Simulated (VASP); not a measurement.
# LiF (P6_3mc) in VASP: notebook, part 2 of 2

VASP 6.6.1.

### Step 4. Single point, r2SCAN

The input, POSCAR:

```
LiF
1.0
    3.0810519408      0.0000000000      0.0000000000
   -1.5405259704      2.6682692511      0.0000000000
    0.0000000000      0.0000000000      4.7852338528
Li F
2 2
Direct
    0.3333333333      0.6666666667      0.3824388584
    0.6666666667      0.3333333333      0.8824388584
    0.3333333333      0.6666666667      0.9925591416
    0.6666666667      0.3333333333      0.4925591416
```

The input, INCAR.step1:

```
SYSTEM = LiF
PREC = Accurate ; ENCUT = 520
ISMEAR = 0 ; SIGMA = 0.01
LREAL = .FALSE. ; LASPH = .TRUE.
NELM = 80 ; NBANDS = 18
ISYM = 0 ; GGA = PE
ALGO = Normal ; EDIFF = 1E-4
LWAVE = .TRUE. ; LCHARG = .FALSE.
```

The input, INCAR.step2:

```
SYSTEM = LiF
PREC = Accurate ; ENCUT = 520
EDIFF = 1E-7 ; ISMEAR = 0
SIGMA = 0.01 ; LREAL = .FALSE.
LASPH = .TRUE. ; NELM = 80
ALGO = Normal ; ISIF = 2
LWAVE = .FALSE. ; LCHARG = .FALSE.
METAGGA = R2SCAN ; LMIXTAU = .TRUE.
NBANDS = 18 ; ISYM = 0
ISTART = 1
```

The input, KPOINTS:

```
regular mesh
0
G
  6 6 4
  0 0 0
```

Potentials or basis: VASP PAW PBE potentials, release 64 (Li_sv, F).

Run with:

```sh
> cat potpaw_PBE.64/Li_sv/POTCAR potpaw_PBE.64/F/POTCAR > POTCAR
> cp INCAR.step1 INCAR
> mpirun -np 1 vasp_std > vasp.out
> cp INCAR.step2 INCAR
> mpirun -np 1 vasp_std > vasp.out
```

OUTCAR:

```text
SYSTEM = LiF
   PREC = Accurate
   ENCUT = 520
   EDIFF = 1E-7
   ISMEAR = 0
   LREAL = .FALSE.
   LASPH = .TRUE.
   NELM = 80
   ISIF = 2
   METAGGA = R2SCAN
   ISYM = 0
   ISTART = 1

 ion  position               nearest neighbor table
   1  0.333  0.667  0.382-   4 1.86   4 1.86   4 1.86   3 1.87
   2  0.667  0.333  0.882-   3 1.86   3 1.86   3 1.86   4 1.87
   3  0.333  0.667  0.993-   2 1.86   2 1.86   2 1.86   1 1.87
   4  0.667  0.333  0.493-   1 1.86   1 1.86   1 1.86   2 1.87

IMPORTANT INFORMATION: All symmetrisations will be switched off!
NOSYMM: (Re-)initialisation of all symmetry stuff for point group C_1.

----------------------------------------------------------------------------------------

                                     Primitive cell

  volume of cell :      39.3398

  direct lattice vectors                    reciprocal lattice vectors
     3.081051941  0.000000000  0.000000000     0.324564473  0.187387386  0.000000000
    -1.540525970  2.668269251  0.000000000     0.000000000  0.374774772  0.000000000
     0.000000000  0.000000000  4.785233853     0.000000000  0.000000000  0.208976203
[... 132 lines left out ...]
  free energy    TOTEN  =       -23.65883909 eV

  energy without entropy =      -23.65883909  energy(sigma->0) =      -23.65883909

 E-fermi :  -2.9481     XC(G=0):  -9.4026

 val. band max:       -3.0260935398   @ k =   0.0000   0.0000   0.0000
 cond. band min:       5.6501154652   @ k =   0.0000   0.0000   0.0000
 fundamental gap:      8.6762090050
 Fermi energy:        -2.9481087845

 k-point     1 :       0.0000    0.0000    0.0000
  band No.  band energies     occupation
      1     -44.5905      2.00000
      2     -44.5468      2.00000
      3     -23.6235      2.00000
      4     -23.3913      2.00000
      5      -5.2183      2.00000
      6      -3.5433      2.00000
[... 481 lines left out ...]
      5      -4.8388      2.00000
      6      -3.8065      2.00000
[... 10 lines left out ...]
     17      17.9807      0.00000
     18      18.3183      0.00000

 [... further k-points ...]
[... 5 lines left out ...]
  --------------------------------------------------------------------------------------
  -------------------------------------------------------------------------------------
  Total       -0.0743459     -0.0745981     -0.0664984     -0.0002181     -0.0000000     -0.0000000
  in kB       -3.0278614     -3.0381313     -2.7082570     -0.0088826     -0.0000010     -0.0000005
  external PRESSURE =      -2.9247499 kB  Pullay stress =       0.0000000 kB

 VOLUME and BASIS-vectors are now :
 -----------------------------------------------------------------------------
  energy-cutoff  :      520.00
  volume of cell :       39.34
      direct lattice vectors                 reciprocal lattice vectors
     3.081051941  0.000000000  0.000000000     0.324564473  0.187387386  0.000000000
    -1.540525970  2.668269251  0.000000000     0.000000000  0.374774772  0.000000000
     0.000000000  0.000000000  4.785233853     0.000000000  0.000000000  0.208976203

 POSITION                                       TOTAL-FORCE (eV/Angst)
 -----------------------------------------------------------------------------------
     -0.00000      1.77885      1.83006        -0.000348      0.000201      0.003200
      1.54053      0.88942      4.22268         0.000348     -0.000201      0.003200
     -0.00000      1.77885      4.74963        -0.000270      0.000156     -0.003200
      1.54053      0.88942      2.35701         0.000269     -0.000156     -0.003200
 -----------------------------------------------------------------------------------
    total drift:                                0.000001      0.000002      0.056606

  FREE ENERGIE OF THE ION-ELECTRON SYSTEM (eV)
  ---------------------------------------------------
  free  energy   TOTEN  =       -23.6588390944 eV

  energy  without entropy=      -23.6588390944  energy(sigma->0) =      -23.65883909
```

OSZICAR.step1:

```text
N       E                     dE             d eps       ncg     rms          rms(c)
DAV:   1     0.120157439436E+03    0.12016E+03   -0.10853E+04  2744   0.121E+03
DAV:   2    -0.101345718810E+02   -0.13029E+03   -0.12748E+03  3086   0.299E+02
DAV:   3    -0.205791098886E+02   -0.10445E+02   -0.10383E+02  5162   0.627E+01
DAV:   4    -0.206964897342E+02   -0.11738E+00   -0.11720E+00  3348   0.768E+00
DAV:   5    -0.206980441072E+02   -0.15544E-02   -0.15540E-02  3808   0.710E-01    0.736E+00
DAV:   6    -0.192127040046E+02    0.14853E+01   -0.39932E+00  2906   0.152E+01    0.225E+00
DAV:   7    -0.192401526481E+02   -0.27449E-01   -0.12111E-01  3136   0.243E+00    0.149E+00
DAV:   8    -0.192785386960E+02   -0.38386E-01   -0.59885E-02  3086   0.235E+00    0.373E-01
DAV:   9    -0.192773089011E+02    0.12298E-02   -0.60376E-03  3878   0.669E-01    0.978E-02
DAV:  10    -0.192783253630E+02   -0.10165E-02   -0.14633E-03  3042   0.259E-01    0.504E-02
DAV:  11    -0.192783102230E+02    0.15140E-04   -0.54871E-05  2932   0.690E-02
   1 F= -.19278310E+02 E0= -.19278310E+02  d E =-.889946-175
```

Wall time 2.6 min (1 thread of Intel Xeon Platinum 8375C at 2.90GHz (Ice Lake), shared host); peak memory 0.18 GiB.

What came out:

- Free energy: -23.6588 eV
- Largest force: 0.003 eV/Å
- Band gap on the k mesh: 8.68 eV

Forces on the atoms (eV/Å):
```
Li   0.000  0.000  0.003
Li   0.000  0.000  0.003
F    0.000  0.000 -0.003
F    0.000  0.000 -0.003
```

Levels at points of the mesh, in eV from the valence-band top:
```
           k point  band 6  band 7  band 8  band 9  band 10  band 11  band 12  band 13  band 14  band 15
(0.00, 0.00, 0.00)   -0.52   -0.52   -0.19   -0.19     0.00     8.68    13.10    16.53    19.93    19.93
(0.50, 0.00, 0.00)   -1.25   -1.05   -1.05   -0.55    -0.41    12.04    13.20    15.96    16.20    18.55
(0.00, 0.50, 0.00)   -1.25   -1.05   -1.05   -0.55    -0.41    12.04    13.20    15.96    16.20    18.55
(0.50, 0.50, 0.00)   -1.25   -1.05   -1.05   -0.55    -0.41    12.04    13.20    15.96    16.20    18.55
(0.00, 0.00, 0.50)   -1.15   -0.35   -0.35   -0.35    -0.35    10.41    10.41    19.04    19.04    20.23
(0.50, 0.00, 0.50)   -1.79   -0.74   -0.74   -0.57    -0.57    12.06    12.06    16.04    16.04    20.53
(0.00, 0.50, 0.50)   -1.79   -0.74   -0.74   -0.57    -0.57    12.06    12.06    16.04    16.04    20.53
(0.50, 0.50, 0.50)   -1.79   -0.74   -0.74   -0.57    -0.57    12.06    12.06    16.04    16.04    20.53
```

Caveat: the cutoff is under 1.25 times the usual one of these potentials, so pressure, stress and relaxed cells hold a basis-set (Pulay) error; the PAW data sets were made with another functional, which shifts forces and pressure a little. A k mesh can miss the band edges.

### Step 5. Single point, HSE06

POSCAR is that of step 4.

The input, INCAR.step1:

```
SYSTEM = LiF
PREC = Accurate ; ENCUT = 520
EDIFF = 1E-5 ; ISMEAR = 0
SIGMA = 0.01 ; LREAL = .FALSE.
LASPH = .TRUE. ; NELM = 80
ALGO = Normal ; ISIF = 2
LWAVE = .TRUE. ; GGA = PE
NBANDS = 18
```

The input, INCAR.step2:

```
SYSTEM = LiF
PREC = Accurate ; ENCUT = 520
EDIFF = 1E-7 ; ISMEAR = 0
SIGMA = 0.01 ; LREAL = .FALSE.
LASPH = .TRUE. ; NELM = 80
ALGO = Normal ; ISIF = 2
LWAVE = .FALSE. ; LCHARG = .TRUE.
GGA = PE ; LHFCALC = .TRUE.
HFSCREEN = 0.2079 ; PRECFOCK = Normal
LELF = .TRUE. ; LVHAR = .TRUE.
ISTART = 1 ; NBANDS = 18
```

The input, KPOINTS:

```
regular mesh
0
G
  6 6 2
  0 0 0
```

Run with:

```sh
> cat potpaw_PBE.64/Li_sv/POTCAR potpaw_PBE.64/F/POTCAR > POTCAR
> cp INCAR.step1 INCAR
> mpirun -np 1 vasp_std > vasp.out
> cp INCAR.step2 INCAR
> mpirun -np 1 vasp_std > vasp.out
```

It took 8 min on 1 thread of Intel Xeon Platinum 8375C at 2.90GHz (Ice Lake), shared host; peak memory 0.25 GiB.

Results (log left out):

```yaml
Free_energy: -22.7621 eV
Largest_force: 0.004 eV/Å
Band_gap_on_the_k_mesh: 10.00 eV
```

Forces on the atoms (eV/Å):
```
Li   0.000  0.000 -0.004
Li   0.000  0.000 -0.004
F    0.000  0.000  0.004
F    0.000  0.000  0.004
```

Levels at points of the mesh, in eV from the valence-band top:
```tsv
k point	band 8	band 9	band 10	band 11	band 12	band 13
(0.00, 0.00, 0.00)	-0.19	-0.19	0.00	10.00	14.51	17.80
(0.50, 0.00, 0.00)	-1.10	-0.58	-0.43	13.51	14.58	17.26
(0.00, 0.00, 0.50)	-0.37	-0.37	-0.37	11.78	11.78	20.22
(0.50, 0.00, 0.50)	-0.77	-0.60	-0.60	13.47	13.47	17.39
```

Caveat: the k points lie up to 0.66 Å⁻¹ apart; the cutoff is under 1.25 times the usual one of these potentials, so pressure, stress and relaxed cells hold a basis-set (Pulay) error; the PAW data sets were made with another functional, which shifts forces and pressure a little.

### Step 6. Single point, PBE-based screened hybrid with 30 % exact exchange

POSCAR is that of step 5.

The input, INCAR.step1:

```
ALGO     = Normal         # electronic algorithm
EDIFF    = 1E-5           # SCF threshold, eV
ENCUT    = 520            # plane-wave cutoff, eV
GGA      = PE             # functional
ISIF     = 2              # what is computed and relaxed
ISMEAR   = 0              # smearing method
LASPH    = True           # aspherical terms in the spheres
LCHARG   = False          # write CHGCAR
LREAL    = False          # projectors in reciprocal space
LWAVE    = True           # write WAVECAR
NBANDS   = 18             # bands
NELM     = 100            # most SCF steps
PREC     = Accurate       # precision mode
SIGMA    = 0.01           # smearing width, eV
```

The input, INCAR.step2:

```
AEXX     = 0.3            # exact-exchange fraction
ALGO     = Normal         # electronic algorithm
EDIFF    = 1E-6           # SCF threshold, eV
ENCUT    = 520            # plane-wave cutoff, eV
GGA      = PE             # functional
HFSCREEN = 0.1            # screening, 1/A
ISIF     = 2              # what is computed and relaxed
ISMEAR   = 0              # smearing method
ISTART   = 1            
LASPH    = True           # aspherical terms in the spheres
LCHARG   = False          # write CHGCAR
LHFCALC  = True           # exact exchange
LREAL    = False          # projectors in reciprocal space
LWAVE    = False          # write WAVECAR
NBANDS   = 18             # bands
NELM     = 100            # most SCF steps
PREC     = Accurate       # precision mode
PRECFOCK = Normal       
SIGMA    = 0.01           # smearing width, eV
```

The input, KPOINTS:

```
k-points
0
Gamma
  6 6 2
```

Potentials or basis: VASP PAW PBE potentials, release 64 (Li_sv, F).

Run with:

```sh
> cat potpaw_PBE.64/Li_sv/POTCAR potpaw_PBE.64/F/POTCAR > POTCAR
> cp INCAR.step1 INCAR
> mpirun -np 1 vasp_std > vasp.out
> cp INCAR.step2 INCAR
> mpirun -np 1 vasp_std > vasp.out
```

It took 8.3 min on 1 thread of Intel Xeon Platinum 8375C at 2.90GHz (Ice Lake), shared host; peak memory 0.25 GiB.

Results (log left out):

- Free energy: -24.0887 eV
- Largest force: 0.005 eV/Å
- Band gap on the k mesh: 10.91 eV

Forces on the atoms (eV/Å):
```
Li   0.000  0.000 -0.005
Li   0.000  0.000 -0.005
F    0.000  0.000  0.005
F    0.000  0.000  0.005
```

Levels at points of the mesh, in eV from the valence-band top:
| k point | band 8 | band 9 | band 10 | band 11 | band 12 | band 13 |
| --- | --- | --- | --- | --- | --- | --- |
| (0.00, 0.00, 0.00) | -0.19 | -0.19 | 0.00 | 10.91 | 15.46 | 18.77 |
| (0.50, 0.00, 0.00) | -1.10 | -0.59 | -0.43 | 14.43 | 15.52 | 18.20 |
| (0.00, 0.00, 0.50) | -0.37 | -0.37 | -0.37 | 12.70 | 12.70 | 21.19 |
| (0.50, 0.00, 0.50) | -0.78 | -0.61 | -0.61 | 14.40 | 14.40 | 18.36 |

Caveat: the k points lie up to 0.66 Å⁻¹ apart; the cutoff is under 1.25 times the usual one of these potentials, so pressure, stress and relaxed cells hold a basis-set (Pulay) error; the PAW data sets were made with another functional, which shifts forces and pressure a little.

### Step 7. Overview

| level | k mesh | grid for exact exchange (PRECFOCK) | share of exact exchange | screening parameter | gap on the mesh (eV) |
| --- | --- | --- | --- | --- | --- |
| r2SCAN | 6 × 6 × 4 | - | - | - | 8.68 |
| r2SCAN | 6 × 6 × 4, shifted | - | - | - | 8.89 |
| HSE06 | 6 × 6 × 2 | Normal | 0.25 | 0.2079 1/Å | 10.00 |
| PBE-based screened hybrid with 30 % exact exchange | 6 × 6 × 2 | Normal | 0.3 | 0.1 1/Å | 10.91 |

Alike in all rows: task single point; potentials or basis VASP PAW PBE potentials, release 64 (Li_sv, F); no spin polarisation; cell as given; cutoff (eV) 520; smearing gaussian 0.01 eV.

Caveats: some runs use coarse meshes; the cutoff is under 1.25 times the usual one of these potentials, so pressure, stress and relaxed cells hold a basis-set (Pulay) error; the PAW data sets were made with another functional, which shifts forces and pressure a little; a shifted mesh leaves out Γ, where band edges can lie (at least some runs).

Absolute energies hang on the potentials; compare differences alone.
